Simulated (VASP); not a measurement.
Write the native input for VASP 6.6.1 that does the following.

```yaml
Task: single point
Functional: PBEsol
Potentials_or_basis: VASP PAW PBE potentials, release 64 (As)
Cutoff: 520 eV
k_mesh: 9 × 9 × 9
Occupations: fermi-dirac, width 0.1 eV
Spin: no spin polarisation
Dipole_correction: no
Further_INCAR_settings: ALGO = Normal; EDIFF = 1e-06; NBANDS = 12
```

The structure of As lies in POSCAR:

```
As
1.0
    1.9055470646      1.1001681106      3.5603049553
   -1.9055470646      1.1001681106      3.5603049553
    0.0000000000     -2.2003362214      3.5603049553
As
2
Direct
    0.2260000000      0.2260000000      0.2260000000
    0.7740000000      0.7740000000      0.7740000000
```

This cell differs from its parent crystal: volume scaled by 1.04.

One way to write it, as run:

INCAR

```
  ALGO = Normal
  EDIFF = 1E-6
  ENCUT = 520
  GGA = PS
  ISIF = 2
  ISMEAR = -1
  LASPH = T
  LCHARG = F
  LREAL = F
  LWAVE = F
  NBANDS = 12
  NELM = 80
  PREC = Accurate
  SIGMA = 0.1
```

KPOINTS

```
k-points
0
Gamma
  9 9 9
```

Potentials or basis: VASP PAW PBE potentials, release 64 (As).

The run is started by

```console
$ cat potpaw_PBE.64/As/POTCAR > POTCAR
$ mpirun -np 1 vasp_std > vasp.out
```

Results of the run:

| Item | Value |
| --- | --- |
| Pressure | -2.2 GPa |
| Largest force | 0.170 eV/Å |
| Band gap on the k mesh | zero (band 5 reaches 4.88 eV, above the bottom of band 6 at 4.78 eV) |

Caveat: the PAW data sets were made with another functional, which shifts forces and pressure a little.

Wall time 67 s on 1 thread of Intel Xeon 6975P-C (shared host), peak memory 0.16 GiB.
